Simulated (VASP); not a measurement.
The system is As.

```
CELL_PARAMETERS angstrom
2.70368 0.00000 0.00000
0.00000 2.70368 0.00000
0.00000 0.00000 2.70368
ATOMIC_POSITIONS crystal
As 0.50000 0.50000 0.50000
```

Program: VASP 6.6.1. Alike in all runs: task single point; no spin polarisation; cell as given.

Order these runs on this cell by their pressure, lowest first.
A. level RPBE; potentials or basis VASP PAW PBE potentials, release 64 (As); k mesh 10 × 10 × 10; cutoff (eV) 500; smearing gaussian 0.05 eV
B. level PBEsol+D3(BJ); potentials or basis VASP PAW PBE potentials, release 64 (As); k mesh 10 × 10 × 10; cutoff (eV) 520; smearing fermi-dirac 0.05 eV
C. level r2SCAN-based global hybrid; potentials or basis VASP PAW PBE potentials, release 64 (As); k mesh 6 × 6 × 6; cutoff (eV) 520; smearing fermi-dirac 0.05 eV; grid for exact exchange (PRECFOCK) Normal; share of exact exchange 0.5
D. level LDA; potentials or basis VASP PAW LDA potentials, release 64 (As); k mesh 6 × 6 × 6; cutoff (eV) 520; smearing fermi-dirac 0.05 eV
E. level PBE; potentials or basis VASP PAW PBE potentials, release 64 (As); k mesh 10 × 10 × 10; cutoff (eV) 520; smearing gaussian 0.022 eV

C (-6.5 GPa), B (-4.6 GPa), D (-2.1 GPa), E (2.5 GPa), A (4.0 GPa).

Caveats: some runs use coarse meshes; the PAW data sets were made with another functional, which shifts forces and pressure a little (some runs); three body term missing (some runs); pairwise dispersion overbinds metals, which lowers pressure and volume (some runs).
